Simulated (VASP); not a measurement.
Input of a VASP 6.6.1 run:

INCAR

```
PREC = Accurate
ENCUT = 600
EDIFF = 1E-6
ISMEAR = 0
SIGMA = 0.1
LREAL = False
LASPH = True
NELM = 100
ALGO = Normal
ISIF = 3
LWAVE = False
LCHARG = False
GGA = PE
IBRION = 2
NSW = 100
EDIFFG = -0.01
```

The input KPOINTS:

```
Automatic mesh
0
Gamma
  10 10 4
```

POSCAR

```
Si7Mo
1.0
    3.2899713826      0.0000000000      0.0000000000
    0.0000000000      3.2899713826      0.0000000000
    0.0000000000      0.0000000000     10.5814136016
Si Mo
7 1
Direct
    0.0000000000      0.0000000000      0.2495615477
    0.5000000000      0.5000000000      0.3540895372
    0.0000000000      0.0000000000      0.7504384523
    0.5000000000      0.5000000000      0.6459104628
    0.5000000000      0.5000000000      0.8791706910
    0.5000000000      0.5000000000      0.1208293090
    0.0000000000      0.0000000000      0.5000000000
    0.0000000000      0.0000000000      0.0000000000
```

Potentials or basis: VASP PAW PBE potentials, release 64 (Si, Mo_sv).

Launch:

```console
$ cat potpaw_PBE.64/Si/POTCAR potpaw_PBE.64/Mo_sv/POTCAR > POTCAR
$ mpirun -np 1 vasp_std > vasp.out
```

Q: Predict the relaxed cell.

A: a = 3.284 Å, b = 3.284 Å, c = 10.561 Å, α = 90.00°, β = 90.00°, γ = 90.00°.

Q: What does it give for the relaxed volume?

A: 14.24 Å³/atom.

Q: Estimate the band gap on the k mesh.

A: Zero (bands 21 and 22 overlap by 3.08 eV).

Q: Estimate the space group after relaxing (to 0.1 Å).

A: P4/mmm (No. 123).

Forces on the atoms (eV/Å):
```
Si   0.000  0.000  0.010
Si   0.000  0.000 -0.004
Si   0.000  0.000 -0.010
Si   0.000  0.000  0.004
Si   0.000  0.000 -0.005
Si   0.000  0.000  0.005
Si   0.000  0.000  0.000
Mo   0.000  0.000  0.000
```
